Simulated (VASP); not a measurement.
# CuO (Cc) in VASP: notebook, part 2 of 2

VASP 6.6.1. Earlier steps stand in the parts before.

## (4) Single point, PBE, collinear spin

INCAR

```
ALGO = Normal ; EDIFF = 1E-6
ENCUT = 520 ; GGA = PE
ISIF = 2 ; ISMEAR = -1
ISPIN = 2 ; LASPH = T
LCHARG = F ; LMAXMIX = 4
LORBIT = 11 ; LREAL = F
LWAVE = F ; MAGMOM = 0.225 0.225 0 0
NBANDS = 29 ; NELM = 150
NUPDOWN = 0.45 ; PREC = Accurate
SIGMA = 0.03
```

KPOINTS

```
k-points
0
Gamma
  7 7 4
```

POSCAR

```
CuO
1.0
    2.3446500000     -1.7134000000      0.0000000000
    2.3446500000      1.7134000000      0.0000000000
   -0.8605500000      0.0000000000      5.0594400000
Cu O
2 2
Direct
    0.0032000000      0.4968000000      0.0000000000
    0.4968000000      0.0032000000      0.5000000000
    0.5714000000      0.4056000000      0.2537000000
    0.4056000000      0.5714000000      0.7537000000
```

Potentials or basis: VASP PAW PBE potentials, release 64 (Cu, O).

The run is started by

```bash
$ cat potpaw_PBE.64/Cu/POTCAR potpaw_PBE.64/O/POTCAR > POTCAR
$ mpirun -np 1 vasp_std > vasp.out
```

OUTCAR:

```text
EDIFF = 1E-6
   ENCUT = 520
   GGA = PE
   ISIF = 2
   ISMEAR = -1
   ISPIN = 2
   LASPH = T
   LORBIT = 11
   LREAL = F
   NELM = 150
   NUPDOWN = 0.45
   PREC = Accurate

 ion  position               nearest neighbor table
   1  0.003  0.497  0.000-   4 1.91   3 1.93   4 1.98   3 2.02
   2  0.497  0.003  0.500-   3 1.91   4 1.93   3 1.98   4 2.02
   3  0.571  0.406  0.254-   2 1.91   1 1.93   2 1.98   1 2.02
   4  0.406  0.571  0.754-   1 1.91   2 1.93   1 1.98   2 2.02

  LATTYP: Found a base centered monoclinic cell.
 ALAT       =     4.6893000000
 B/A-ratio  =     0.7307700510
 C/A-ratio  =     1.0944283424
 COS(beta)  =    -0.1676798048

  Lattice vectors:

 A1 = (   2.3446500000,  -1.7134000000,   0.0000000000)
 A2 = (   2.3446500000,   1.7134000000,   0.0000000000)
 A3 = (  -0.8605500000,   0.0000000000,   5.0594400000)

Analysis of symmetry for initial positions (statically):
=====================================================================
 Subroutine PRICEL returns:
 Original cell was already a primitive cell.

 Routine SETGRP: Setting up the symmetry group for a
 base centered monoclinic supercell.

 Subroutine GETGRP returns: Found  2 space group operations
 (whereof  1 operations were pure point group operations)
 out of a pool of  4 trial point group operations.

The static configuration has the point symmetry C_1 .
 The point group associated with its full space group is C_1h.

Analysis of symmetry for dynamics (positions and initial velocities):
=====================================================================
 Subroutine PRICEL returns:
 Original cell was already a primitive cell.

 Routine SETGRP: Setting up the symmetry group for a
 base centered monoclinic supercell.

 Subroutine GETGRP returns: Found  2 space group operations
 (whereof  1 operations were pure point group operations)
[... 166 lines left out ...]
  free energy    TOTEN  =       -19.46615768 eV

  energy without entropy =      -19.45959668  energy(sigma->0) =      -19.46287718

 E-fermi :   5.5788     XC(G=0): -11.8987

 val. band max:        5.7745442044   @ k =  -0.1429  -0.1429   0.2500
 cond. band min:       5.6209494842   @ k =   0.4286   0.4286   0.5000
 fundamental gap:     -0.1535947202
 Fermi energy:         5.7768068012

 spin component 1

 k-point     1 :       0.0000    0.0000    0.0000
  band No.  band energies     occupation
      1     -14.2763      1.00000
      2     -12.9686      1.00000
      3      -2.4757      1.00000
      4       0.0475      1.00000
      5       0.4054      1.00000
      6       2.2379      1.00000
[... 757 lines left out ...]
     28      24.0124      0.00000
     29      25.8514      0.00000

 [... further k-points ...]

 spin component 2

 k-point     1 :       0.0000    0.0000    0.0000
  band No.  band energies     occupation
      1     -14.1556      1.00000
      2     -12.8324      1.00000
      3      -2.3969      1.00000
      4       0.2456      1.00000
      5       0.6147      1.00000
      6       2.3412      1.00000
[... 757 lines left out ...]
     28      24.0281      0.00000
     29      25.8861      0.00000

 [... further k-points ...]

------------------------ aborting loop because EDIFF is reached ----------------------------------------

  FORCE on cell =-STRESS in cart. coord.  units (eV):
  Direction    XX          YY          ZZ          XY          YZ          ZX
  --------------------------------------------------------------------------------------
  -------------------------------------------------------------------------------------
  Total        1.5806545      1.7540333      1.5403465      0.0000000      0.0000000     -0.3971848
  in kB       62.2986037     69.1320108     60.7099374      0.0000000      0.0000000    -15.6543122
  external PRESSURE =      64.0468507 kB  Pullay stress =       0.0000000 kB

 VOLUME and BASIS-vectors are now :
 -----------------------------------------------------------------------------
  energy-cutoff  :      520.00
  volume of cell :       40.65
      direct lattice vectors                 reciprocal lattice vectors
     2.344650000 -1.713400000  0.000000000     0.213251445 -0.291817439  0.036271510
     2.344650000  1.713400000  0.000000000     0.213251445  0.291817439  0.036271510
    -0.860550000  0.000000000  5.059440000     0.000000000  0.000000000  0.197650333

 POSITION                                       TOTAL-FORCE (eV/Angst)
 -----------------------------------------------------------------------------------
      1.17233      0.84573      0.00000        -0.660779      0.356230      0.260726
      0.74205     -0.84573      2.52972        -0.660779     -0.356230      0.260726
      2.07240     -0.28408      1.28358         0.660779      0.260232     -0.260726
      1.64213      0.28408      3.81330         0.660779     -0.260232     -0.260726
 -----------------------------------------------------------------------------------
    total drift:                                0.000050      0.000000     -0.000641

  FREE ENERGIE OF THE ION-ELECTRON SYSTEM (eV)
  ---------------------------------------------------
  free  energy   TOTEN  =       -19.4661576839 eV

  energy  without entropy=      -19.4595966783  energy(sigma->0) =      -19.46287718

 total charge

# of ion       s       p       d       tot
------------------------------------------
    1        0.380   0.387   9.140   9.907
    2        0.380   0.387   9.140   9.907
    3        1.576   3.386   0.000   4.962
    4        1.576   3.386   0.000   4.962
--------------------------------------------------
tot          3.912   7.545  18.281  29.738

 magnetization (x)

# of ion       s       p       d       tot
------------------------------------------
    1       -0.001   0.001   0.140   0.140
    2       -0.001   0.001   0.140   0.140
    3        0.004   0.071   0.000   0.075
    4        0.004   0.071   0.000   0.075
--------------------------------------------------
tot          0.006   0.145   0.281   0.431
```

OSZICAR:

```text
N       E                     dE             d eps       ncg     rms          rms(c)
DAV:   1     0.297715111672E+03    0.29772E+03   -0.15585E+04  7663   0.183E+03
DAV:   2     0.108409445494E+02   -0.28687E+03   -0.25843E+03  7116   0.372E+02
DAV:   3    -0.245359447708E+02   -0.35377E+02   -0.33067E+02  7931   0.136E+02
DAV:   4    -0.255923418340E+02   -0.10564E+01   -0.10494E+01  8611   0.264E+01
DAV:   5    -0.256099823056E+02   -0.17640E-01   -0.17639E-01  8393   0.318E+00    0.175E+01
DAV:   6    -0.228786172226E+02    0.27314E+01   -0.25109E+01  9638   0.130E+02    0.135E+01
DAV:   7    -0.194406631880E+02    0.34380E+01   -0.78480E+00  8669   0.984E+01    0.258E+00
DAV:   8    -0.195012034658E+02   -0.60540E-01   -0.10390E+00  7937   0.681E+00    0.157E+00
DAV:   9    -0.194689636314E+02    0.32240E-01   -0.42960E-02 11451   0.493E+00    0.462E-01
DAV:  10    -0.194663558211E+02    0.26078E-02   -0.99831E-03 10477   0.139E+00    0.256E-01
DAV:  11    -0.194661134847E+02    0.24234E-03   -0.32825E-03 10168   0.615E-01    0.663E-02
DAV:  12    -0.194661105317E+02    0.29530E-05   -0.19753E-04 10498   0.165E-01    0.320E-02
DAV:  13    -0.194661582648E+02   -0.47733E-04   -0.68896E-05  8876   0.877E-02    0.104E-02
DAV:  14    -0.194661576839E+02    0.58084E-06   -0.44825E-06  8884   0.326E-02
   1 F= -.19466158E+02 E0= -.19462877E+02  d E =-.656101E-02  mag=     0.4500
```

It took 2.6 min on 1 thread of Intel Xeon 8259CL, shared host; peak memory 0.24 GiB.

Results:

| Item | Value |
| --- | --- |
| Free energy | -19.4662 eV |
| Pressure | 6.4 GPa |
| Largest force | 0.795 eV/Å |
| Net moment | 0.45 μB per cell |
| Site moments | Cu +0.14; O +0.07 μB |
| Valence electrons inside the program's atomic spheres | Cu 9.91; O 4.96 |

Forces on the atoms (eV/Å):
```
Cu  -0.661  0.356  0.261
Cu  -0.661 -0.356  0.261
O    0.661  0.260 -0.261
O    0.661 -0.260 -0.261
```

Stress tensor (GPa, compression positive):
```
 6.23  0.00 -1.57
 0.00  6.91  0.00
-1.57  0.00  6.07
```

Caveat: the cell stands under pressure; the total moment is fixed, so each spin has its own Fermi level.

## (5) Overview

```tsv
fixed moment (μB)	pressure (GPa)	moment (μB)	largest force (eV/Å)
1.2	6.9	1.20	0.82
0.15	6.4	0.15	0.79
0.45	6.4	0.45	0.79
```

Alike in all rows: task single point; level PBE; potentials or basis VASP PAW PBE potentials, release 64 (Cu, O); spin collinear; cell as given; k mesh 7 × 7 × 4; cutoff (eV) 520; smearing fermi-dirac 0.03 eV.

Caveats: the cell stands under pressure; the total moment is fixed, so each spin has its own Fermi level.

Absolute energies hang on the potentials; compare differences alone.
